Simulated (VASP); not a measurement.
# K2RbPdF6 (Fm-3m) in VASP: further runs

K2RbPdF6 is run at these levels: LDA; tasks: single point.

Everything below comes from runs of VASP 6.6.1. Logs are shortened: lines on timing, memory, paths and dates and some standing lists are left out, and cuts for length are marked.

## (1) The cell of the first run

The structure is cubic, space group Fm-3m (No. 225). The conventional cell has a = 9.293 Å, b = 9.293 Å, c = 9.293 Å, α = 90.00°, β = 90.00°, γ = 90.00°. K (site symmetry -43m) has 12 F at 3.30 Å and 4 Rb at 4.02 Å and 4 Pd at 4.02 Å within 4.3 Å. Within 3.4 Å of Rb (site symmetry m-3m) lie 6 F at 2.59 Å. Pd (site symmetry m-3m) has 6 F at 2.05 Å within 2.7 Å. Within 2.7 Å of F (site symmetry 4mm) lie 1 Pd at 2.05 Å and 1 Rb at 2.59 Å.

## (2) Single point, LDA

INCAR reads:

```
  ALGO = Normal
  EDIFF = 1E-7
  ENCUT = 520
  ISIF = 2
  ISMEAR = 0
  LASPH = T
  LCHARG = F
  LREAL = F
  LWAVE = F
  NBANDS = 50
  NELM = 80
  PREC = Accurate
  SIGMA = 0.1
```

KPOINTS reads:

```
k-points
0
Gamma
  5 5 5
```

POSCAR reads:

```
K2RbPdF6
1.0
    0.0000000000      4.6466620000      4.6466620000
    4.6466620000      0.0000000000      4.6466620000
    4.6466620000      4.6466620000      0.0000000000
K Rb Pd F
2 1 1 6
Direct
    0.7500000000      0.7500000000      0.7500000000
    0.2500000000      0.2500000000      0.2500000000
    0.5000000000      0.5000000000      0.5000000000
    0.0000000000      0.0000000000      0.0000000000
    0.7789850000      0.2210150000      0.2210150000
    0.2210150000      0.2210150000      0.7789850000
    0.2210150000      0.7789850000      0.7789850000
    0.2210150000      0.7789850000      0.2210150000
    0.7789850000      0.2210150000      0.7789850000
    0.7789850000      0.7789850000      0.2210150000
```

Potentials or basis: VASP PAW LDA potentials, release 64 (K_sv, Rb_sv, Pd, F).

The run is started by

```console
$ cat potpaw_LDA.64/K_sv/POTCAR potpaw_LDA.64/Rb_sv/POTCAR potpaw_LDA.64/Pd/POTCAR potpaw_LDA.64/F/POTCAR > POTCAR
$ mpirun -np 1 vasp_std > vasp.out
```

OUTCAR:

```text
EDIFF = 1E-7
   ENCUT = 520
   ISIF = 2
   ISMEAR = 0
   LASPH = T
   LREAL = F
   NELM = 80
   PREC = Accurate

 ion  position               nearest neighbor table
   1  0.750  0.750  0.750-   3 4.02   3 4.02   3 4.02   3 4.02
   2  0.250  0.250  0.250-   3 4.02   3 4.02   3 4.02   3 4.02
   3  0.500  0.500  0.500-   5 2.59   6 2.59   7 2.59   8 2.59   9 2.59  10 2.59   2 4.02   2 4.02
                             1 4.02   2 4.02   2 4.02   1 4.02   1 4.02   1 4.02
   4  0.000  0.000  0.000-   5 2.05   6 2.05   7 2.05   8 2.05   9 2.05  10 2.05
   5  0.779  0.221  0.221-   4 2.05   3 2.59
   6  0.221  0.221  0.779-   4 2.05   3 2.59
   7  0.221  0.779  0.779-   4 2.05   3 2.59
   8  0.221  0.779  0.221-   4 2.05   3 2.59
   9  0.779  0.221  0.779-   4 2.05   3 2.59
  10  0.779  0.779  0.221-   4 2.05   3 2.59

  LATTYP: Found a face centered cubic cell.
 ALAT       =     9.2933240000

  Lattice vectors:

 A1 = (   0.0000000000,   4.6466620000,   4.6466620000)
 A2 = (   4.6466620000,   0.0000000000,   4.6466620000)
 A3 = (   4.6466620000,   4.6466620000,   0.0000000000)

Analysis of symmetry for initial positions (statically):
=====================================================================
 Subroutine PRICEL returns:
 Original cell was already a primitive cell.

 Routine SETGRP: Setting up the symmetry group for a
 face centered cubic supercell.

 Subroutine GETGRP returns: Found 48 space group operations
 (whereof 48 operations were pure point group operations)
 out of a pool of 48 trial point group operations.

The static configuration has the point symmetry O_h .

Analysis of symmetry for dynamics (positions and initial velocities):
=====================================================================
 Subroutine PRICEL returns:
 Original cell was already a primitive cell.

 Routine SETGRP: Setting up the symmetry group for a
 face centered cubic supercell.

 Subroutine GETGRP returns: Found 48 space group operations
 (whereof 48 operations were pure point group operations)
 out of a pool of 48 trial point group operations.

The dynamic configuration has the point symmetry O_h .

 Subroutine INISYM returns: Found 48 space group operations
 (whereof 48 operations are pure point group operations),
 and found     1 'primitive' translations

----------------------------------------------------------------------------------------

                                     Primitive cell

  volume of cell :     200.6565

  direct lattice vectors                    reciprocal lattice vectors
     0.000000000  4.646662000  4.646662000    -0.107604125  0.107604125  0.107604125
     4.646662000  0.000000000  4.646662000     0.107604125 -0.107604125  0.107604125
     4.646662000  4.646662000  0.000000000     0.107604125  0.107604125 -0.107604125

  length of vectors
     6.571372420  6.571372420  6.571372420     0.186375812  0.186375812  0.186375812

  position of ions in fractional coordinates (direct lattice)
     0.750000000  0.750000000  0.750000000
     0.250000000  0.250000000  0.250000000
     0.500000000  0.500000000  0.500000000
     0.000000000  0.000000000  0.000000000
     0.778985000  0.221015000  0.221015000
     0.221015000  0.221015000  0.778985000
     0.221015000  0.778985000  0.778985000
     0.221015000  0.778985000  0.221015000
     0.778985000  0.221015000  0.778985000
     0.778985000  0.778985000  0.221015000

  ion indices of the primitive-cell ions
   primitive index   ion index
                 1           1
                 2           2
                 3           3
                 4           4
                 5           5
                 6           6
                 7           7
                 8           8
                 9           9
                10          10

----------------------------------------------------------------------------------------

 KPOINTS: k-points

Automatic generation of k-mesh.
 Grid dimensions read from file:
 generate k-points for:    5    5    5

 Generating k-lattice:

  Cartesian coordinates                     Fractional coordinates (reciprocal lattice)
    -0.021520825  0.021520825  0.021520825     0.200000000  0.000000000  0.000000000
     0.021520825 -0.021520825  0.021520825     0.000000000  0.200000000  0.000000000
     0.021520825  0.021520825 -0.021520825     0.000000000  0.000000000  0.200000000

  Length of vectors
     0.037275162  0.037275162  0.037275162

  Shift w.r.t. Gamma in fractional coordinates (k-lattice)
     0.000000000  0.000000000  0.000000000

 Subroutine IBZKPT returns following result:
 ===========================================

 Found     10 irreducible k-points:

 Following reciprocal coordinates:
            Coordinates               Weight
  0.000000  0.000000  0.000000      1.000000
  0.200000  0.000000  0.000000      8.000000
  0.400000  0.000000  0.000000      8.000000
  0.200000  0.200000  0.000000      6.000000
  0.400000  0.200000  0.000000     24.000000
 -0.400000  0.200000  0.000000     24.000000
 -0.200000  0.200000  0.000000     12.000000
  0.400000  0.400000  0.000000      6.000000
 -0.400000  0.400000  0.000000     12.000000
 -0.400000  0.400000  0.200000     24.000000
   k-points           NKPTS =     10   k-points in BZ     NKDIM =     10   number of bands    NBANDS=     50
   number of dos      NEDOS =    301   number of ions     NIONS =     10
   total plane-waves  NPLWV = 125000
   dimension x,y,z NGX =    50 NGY =   50 NGZ =   50
   dimension x,y,z NGXF=   100 NGYF=  100 NGZF=  100
   ions per type =               2   1   1   6
   NGX,Y,Z   is equivalent  to a cutoff of  12.65, 12.65, 12.65 a.u.
   NGXF,Y,Z  is equivalent  to a cutoff of  25.30, 25.30, 25.30 a.u.
 SYSTEM =  unknown system
   PREC   = accura    normal or accurate (medium, high low for compatibility)
   ISTART =      0    job   : 0-new  1-cont  2-samecut
   ICHARG =      2    charge: 1-file 2-atom 10-const
   ISPIN  =      1    spin polarized calculation?
   LNONCOLLINEAR =      F non collinear calculations
   LSORBIT =      F    spin-orbit coupling
   LASPH  =      T    aspherical Exc in radial PAW
   ENCUT  =  520.0 eV  38.22 Ry    6.18 a.u.  12.22 12.22 12.22*2*pi/ulx,y,z
   NELM   =     80;   NELMIN=  2; NELMDL= -5     # of ELM steps
   EDIFF  = 0.1E-06   stopping-criterion for ELM
   LREAL  =      F    real-space projection
   EDIFFG = 0.1E-05   stopping-criterion for IOM
   NSW    =      0    number of steps for IOM
   IBRION =     -1    ionic relax: 0-MD 1-quasi-New 2-CG
   NFREE  =      0    steps in history (QN), initial steepest desc. (CG)
   ISIF   =      2    stress and relaxation
   ISYM   =      2    0-nonsym 1-usesym 2-fastsym
   POTIM  = 0.5000    time-step for ionic-motion
   TEBEG  =    0.0;   TEEND  =   0.0 temperature during run
   PSTRESS=    0.0 pullay stress
   NELECT =      79.0000    total number of electrons
   NUPDOWN=      -1.0000    fix difference up-down
   EMIN   =  10.00;   EMAX   =-10.00  energy-range for DOS
   EFERMI =   0.00;   METHOD = LEGACY
   ISMEAR =     0;   SIGMA  =   0.10  broadening in eV -4-tet -1-fermi 0-gaus
   EFERMI_NEDOS =   21; number of points for ismear=-14 and -15
   IALGO  =     38    algorithm
   IMIX   =      4    mixing-type and parameters
     AMIX     =   0.40;   BMIX     =  1.00
     AMIX_MAG =   1.60;   BMIX_MAG =  1.00
  volume/ion in A,a.u.               =      20.07       135.41
  Fermi-wavevector in a.u.,A,eV,Ry     =   1.199866  2.267418 19.588017  1.439679
  Thomas-Fermi vector in A             =   2.335717
   LORBIT       =      0    0 simple, 1 ext, 2 COOP (PROOUT), +10 PAW based schemes
   GGA     = CA    functional components
   LHFCALC =     F    Hartree Fock is set to
   AEXX    =    0.0000 exact exchange contribution
   IVDW    =     0    specifies the selected vdW correction
   LEPSILON=     F    determine dielectric tensor
   LRPA    =     F    only Hartree local field effects (RPA)
 non-spin polarized calculation
 Gauss-broadening in eV      SIGMA  =   0.10
  energy-cutoff  :      520.00
  volume of cell :      200.66
 maximum number of plane-waves:      5418
 NGX is ok and might be reduce to    50
   NGX = 25   NGY = 25   NGZ = 25

 number of electron      79.0000033 magnetization

 Free energy of the ion-electron system (eV)
  ---------------------------------------------------
  ext. energy  EPLUGINS =         0.00000000
  ---------------------------------------------------
  free energy    TOTEN  =       -44.93378234 eV

  energy without entropy =      -44.87284528  energy(sigma->0) =      -44.90331381

 E-fermi :   0.0374     XC(G=0):  -8.7547

 val. band max:        0.0170095516   @ k =   0.4000   0.4000   0.0000
 cond. band min:       0.0667629212   @ k =  -0.2000   0.2000   0.0000
 fundamental gap:      0.0497533697
 Fermi energy:         0.0374079018

 k-point     1 :       0.0000    0.0000    0.0000
  band No.  band energies     occupation
      1     -29.6626      2.00000
      2     -29.6569      2.00000
      3     -25.1254      2.00000
      4     -22.3312      2.00000
      5     -22.1446      2.00000
      6     -22.1446      2.00000
[... 42 lines left out ...]
     49       6.4966      0.00000
     50       6.4966      0.00000

 k-point     2 :       0.2000    0.0000    0.0000
  band No.  band energies     occupation
      1     -29.6620      2.00000
      2     -29.6574      2.00000
      3     -25.1242      2.00000
      4     -22.3637      2.00000
      5     -22.1545      2.00000
      6     -22.1545      2.00000
[... 42 lines left out ...]
     49       6.4767      0.00000
     50       6.4767      0.00000

 k-point     3 :       0.4000    0.0000    0.0000
  band No.  band energies     occupation
      1     -29.6604      2.00000
      2     -29.6587      2.00000
      3     -25.1223      2.00000
      4     -22.4047      2.00000
      5     -22.1634      2.00000
      6     -22.1634      2.00000
[... 360 lines left out ...]
     49       6.8409      0.00000
     50       6.9345      0.00000

 k-point    10 :      -0.4000    0.4000    0.2000
  band No.  band energies     occupation
      1     -29.6599      2.00000
      2     -29.6590      2.00000
      3     -25.1222      2.00000
      4     -22.3991      2.00000
      5     -22.1587      2.00000
      6     -22.1401      2.00000
[... 42 lines left out ...]
     49       6.9569      0.00000
     50       7.0041      0.00000

------------------------ aborting loop because EDIFF is reached ----------------------------------------

  FORCE on cell =-STRESS in cart. coord.  units (eV):
  Direction    XX          YY          ZZ          XY          YZ          ZX
  --------------------------------------------------------------------------------------
  -------------------------------------------------------------------------------------
  Total       -6.4934324     -6.4934324     -6.4934324      0.0000000      0.0000000      0.0000000
  in kB      -51.8479587    -51.8479587    -51.8479587      0.0000000      0.0000000      0.0000000
  external PRESSURE =     -51.8479587 kB  Pullay stress =       0.0000000 kB

 VOLUME and BASIS-vectors are now :
 -----------------------------------------------------------------------------
  energy-cutoff  :      520.00
  volume of cell :      200.66
      direct lattice vectors                 reciprocal lattice vectors
     0.000000000  4.646662000  4.646662000    -0.107604125  0.107604125  0.107604125
     4.646662000  0.000000000  4.646662000     0.107604125 -0.107604125  0.107604125
     4.646662000  4.646662000  0.000000000     0.107604125  0.107604125 -0.107604125

 POSITION                                       TOTAL-FORCE (eV/Angst)
 -----------------------------------------------------------------------------------
      6.96999      6.96999      6.96999        -0.000000     -0.000000     -0.000000
      2.32333      2.32333      2.32333         0.000000     -0.000000     -0.000000
      4.64666      4.64666      4.64666        -0.000000     -0.000000     -0.000000
      0.00000      0.00000      0.00000        -0.000000     -0.000000     -0.000000
      2.05396      4.64666      4.64666        -0.542849     -0.000000     -0.000000
      4.64666      4.64666      2.05396        -0.000000     -0.000000     -0.542849
      7.23936      4.64666      4.64666         0.542849     -0.000000     -0.000000
      4.64666      2.05396      4.64666        -0.000000     -0.542849     -0.000000
      4.64666      7.23936      4.64666        -0.000000      0.542849     -0.000000
      4.64666      4.64666      7.23936        -0.000000     -0.000000      0.542849
 -----------------------------------------------------------------------------------
    total drift:                                0.000000      0.000000      0.000000

  FREE ENERGIE OF THE ION-ELECTRON SYSTEM (eV)
  ---------------------------------------------------
  free  energy   TOTEN  =       -44.9337823425 eV

  energy  without entropy=      -44.8728452773  energy(sigma->0) =      -44.90331381
```

It took 3.3 min on 1 thread of AMD EPYC 7R13, shared host; peak memory 0.3 GiB.

What came out:

```yaml
Free_energy: -44.9338 eV
Pressure: -5.2 GPa
Largest_force: 0.543 eV/Å
Band_gap_on_the_k_mesh: zero (an odd number of electrons rules out a gap without spin polarisation)
```

Forces on the atoms (eV/Å):
```
K    0.000  0.000  0.000
K    0.000  0.000  0.000
Rb   0.000  0.000  0.000
Pd   0.000  0.000  0.000
F   -0.543  0.000  0.000
F    0.000  0.000 -0.543
F    0.543  0.000  0.000
F    0.000 -0.543  0.000
F    0.000  0.543  0.000
F    0.000  0.000  0.543
```

Levels at points of the mesh, in eV from the Fermi level:
| k point | band 35 | band 36 | band 37 | band 38 | band 39 | band 40 | band 41 | band 42 | band 43 | band 44 |
| --- | --- | --- | --- | --- | --- | --- | --- | --- | --- | --- |
| (0.00, 0.00, 0.00) | -3.32 | -3.32 | -1.90 | -1.90 | -1.90 | -0.03 | -0.03 | 2.28 | 5.68 | 5.68 |

Caveat: the cell stands under tension; an odd number of electrons without spin polarisation forces a metal; a magnetic or distorted state may lie lower.

## (3) Single point, LDA

INCAR reads:

```
PREC = Accurate
ENCUT = 520
EDIFF = 1E-7
ISMEAR = 0
SIGMA = 0.1
LREAL = F
LASPH = T
NELM = 60
ALGO = Normal
ISIF = 2
LWAVE = F
LCHARG = F
GGA = CA
NBANDS = 50
```

KPOINTS reads:

```
regular mesh
0
Gamma
  5 5 5
```

POSCAR is that of step 2.

Potentials or basis: VASP PAW LDA potentials, release 64 (K_sv, Rb_sv, Pd, F).

The run is started by

```console
$ cat potpaw_LDA.64/K_sv/POTCAR potpaw_LDA.64/Rb_sv/POTCAR potpaw_LDA.64/Pd/POTCAR potpaw_LDA.64/F/POTCAR > POTCAR
$ mpirun -np 1 vasp_std > vasp.out
```

Run time: 3.3 min. Hardware: 1 thread of AMD EPYC 7R13, shared host; peak memory 0.3 GiB.

It converged, with:

| Item | Value |
| --- | --- |
| Free energy | -44.9338 eV |
| Pressure | -5.2 GPa |
| Largest force | 0.543 eV/Å |
| Band gap on the k mesh | zero (an odd number of electrons rules out a gap without spin polarisation) |

Forces on the atoms (eV/Å):
```
K    0.000  0.000  0.000
K    0.000  0.000  0.000
Rb   0.000  0.000  0.000
Pd   0.000  0.000  0.000
F   -0.543  0.000  0.000
F    0.000  0.000 -0.543
F    0.543  0.000  0.000
F    0.000 -0.543  0.000
F    0.000  0.543  0.000
F    0.000  0.000  0.543
```

Levels at points of the mesh, in eV from the Fermi level:
| k point | band 36 | band 37 | band 38 | band 39 | band 40 | band 41 | band 42 | band 43 |
| --- | --- | --- | --- | --- | --- | --- | --- | --- |
| (0.00, 0.00, 0.00) | -3.32 | -1.90 | -1.90 | -1.90 | -0.03 | -0.03 | 2.28 | 5.68 |

Caveat: the cell stands under tension; an odd number of electrons without spin polarisation forces a metal; a magnetic or distorted state may lie lower.
